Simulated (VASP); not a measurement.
Set up this calculation in VASP 6.6.1, as the native input.

```yaml
Task: single point
Functional: r2SCAN
Potentials_or_basis: VASP PAW PBE potentials, release 64 (Cd, S)
Cutoff: 520 eV
k_mesh: 8 × 8 × 8
Occupations: fermi-dirac, width 0.02 eV
Spin: no spin polarisation
Dipole_correction: no
Further_INCAR_settings: ALGO = Normal; EDIFF = 1e-06; NBANDS = 16
```

CdS:

```
CELL_PARAMETERS angstrom
0.00000 2.78131 2.68473
2.78131 0.00000 2.68473
2.78131 2.78131 0.00000
ATOMIC_POSITIONS crystal
Cd 0.00000 0.00000 0.00000
S 0.50000 0.50000 0.50000
```

This cell differs from its parent crystal: epitaxial xy strain +2.0%.

The input as run:

POSCAR

```
CdS
1.0
    0.0000000000      2.7813120763      2.6847339690
    2.7813120763      0.0000000000      2.6847339690
    2.7813120763      2.7813120763      0.0000000000
Cd S
1 1
Direct
    0.0000000000      0.0000000000      0.0000000000
    0.5000000000      0.5000000000      0.5000000000
```

INCAR.step1

```
SYSTEM = CdS
  ALGO = Normal
  EDIFF = 1E-4
  ENCUT = 520
  GGA = PE
  ISMEAR = -1
  LASPH = .TRUE.
  LCHARG = .FALSE.
  LREAL = .FALSE.
  LWAVE = .TRUE.
  NBANDS = 16
  NELM = 100
  PREC = Accurate
  SIGMA = 0.02
```

INCAR.step2

```
SYSTEM = CdS
  ALGO = Normal
  EDIFF = 1E-6
  ENCUT = 520
  ISIF = 2
  ISMEAR = -1
  ISTART = 1
  LASPH = .TRUE.
  LCHARG = .FALSE.
  LMIXTAU = .TRUE.
  LREAL = .FALSE.
  LWAVE = .FALSE.
  METAGGA = R2SCAN
  NBANDS = 16
  NELM = 100
  PREC = Accurate
  SIGMA = 0.02
```

KPOINTS

```
k-points
0
G
  8 8 8
  0 0 0
```

Potentials or basis: VASP PAW PBE potentials, release 64 (Cd, S).

Run with:

```sh
$ cat potpaw_PBE.64/Cd/POTCAR potpaw_PBE.64/S/POTCAR > POTCAR
$ cp INCAR.step1 INCAR
$ mpirun -np 1 vasp_std > vasp.out
$ cp INCAR.step2 INCAR
$ mpirun -np 1 vasp_std > vasp.out
```

Results of the run:

| Item | Value |
| --- | --- |
| Pressure | -1.3 GPa |
| Band gap on the k mesh | 0.55 eV, indirect (least direct gap 2.13 eV) |

Caveat: the cell differs from its parent crystal (epitaxial xy strain +2.0%); the PAW data sets were made with another functional, which shifts forces and pressure a little.

Run time: 2.8 min on 1 thread of Intel(R) Xeon(R) Platinum 8259CL CPU @ 2.50GHz (Skylake/Cascade Lake) (shared host), peak memory 0.19 GiB.
